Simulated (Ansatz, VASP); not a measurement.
Two plane-wave programs on SrHf

INCAR

```
SYSTEM = SrHf
ALGO     = Normal         ! electronic algorithm
EDIFF    = 1E-7           ! SCF threshold, eV
ENCUT    = 520            ! plane-wave cutoff, eV
GGA      = PE             ! functional
ISIF     = 2              ! what is computed and relaxed
ISMEAR   = 0              ! smearing method
LASPH    = .TRUE.         ! aspherical terms in the spheres
LCHARG   = .FALSE.        ! write CHGCAR
LREAL    = .FALSE.        ! projectors in reciprocal space
LWAVE    = .FALSE.        ! write WAVECAR
NBANDS   = 50             ! bands
NELM     = 100            ! most SCF steps
PREC     = Accurate       ! precision mode
SIGMA    = 0.2            ! smearing width, eV
```

Contents of KPOINTS:

```
k-points
0
G
  4 4 4
  0 0 0
```

Contents of POSCAR:

```
SrHf
1.0
    3.5556195743      3.5556195743      0.0000000000
    3.5556195743     -3.5556195743      7.1112391487
    3.5556195743     -3.5556195743     -7.1112391487
Sr Hf
4 4
Direct
    0.5000000000      0.5000000000      1.0000000000
    0.0000000000      1.0000000000      1.0000000000
    0.0000000000      0.5000000000      0.5000000000
    0.5000000000      0.0000000000      0.5000000000
    0.5000000000      0.1250000000      0.8750000000
    0.0000000000      0.6250000000      0.8750000000
    0.0000000000      0.1250000000      0.3750000000
    0.5000000000      0.6250000000      0.3750000000
```

Input for Ansatz:

```yaml
crystal:
  lattice:
    - [3.5556195743, 3.5556195743, 0.0]
    - [3.5556195743, -3.5556195743, 7.1112391487]
    - [3.5556195743, -3.5556195743, -7.1112391487]
  atoms:
    - { symbol: Sr, position: [0.5, 0.5, 1.0] }
    - { symbol: Sr, position: [0.0, 1.0, 1.0] }
    - { symbol: Sr, position: [0.0, 0.5, 0.5] }
    - { symbol: Sr, position: [0.5, 0.0, 0.5] }
    - { symbol: Hf, position: [0.5, 0.125, 0.875] }
    - { symbol: Hf, position: [0.0, 0.625, 0.875] }
    - { symbol: Hf, position: [0.0, 0.125, 0.375] }
    - { symbol: Hf, position: [0.5, 0.625, 0.375] }
basis:
  ecutwfc: 420
kpoints:
  mp_grid: { grid: [4, 4, 4] }
hamiltonian:
  xc: pbe
scf:
  occupations: { method: gaussian, width: 0.2 }
  lower_state_search: "off"
output:
  forces: true
  stress: true
  eigenvalues: true
```

Alike in both runs: task single point; functional PBE; k mesh 4 × 4 × 4; occupations gaussian, width 0.2 eV; no spin polarisation.

|  | VASP | Ansatz |
| --- | --- | --- |
| version | VASP 6.6.1 | Ansatz 0.2.0 |
| potentials or method | VASP PAW PBE potentials, release 64 (Sr_sv, Hf_pv), cutoff 520 eV | scalar-relativistic, plane waves, PAW |
| valence electrons in the cell | 80 | 144 |

Ansatz gave:

```
gap on the k mesh at the Fermi level (eV) : none
pressure (GPa)                            : 0.3
```

Task: What did VASP give for the same quantities?

Result: gap on the k mesh at the Fermi level (eV): none; pressure (GPa): 0.2.

A gap of «none» marks a metal or a gap that the smearing closes. VASP's potentials hold 80 valence electrons a cell and Ansatz's 144, so a difference there can come from the potentials and not from the codes.

Neither program's run includes spin-orbit coupling.
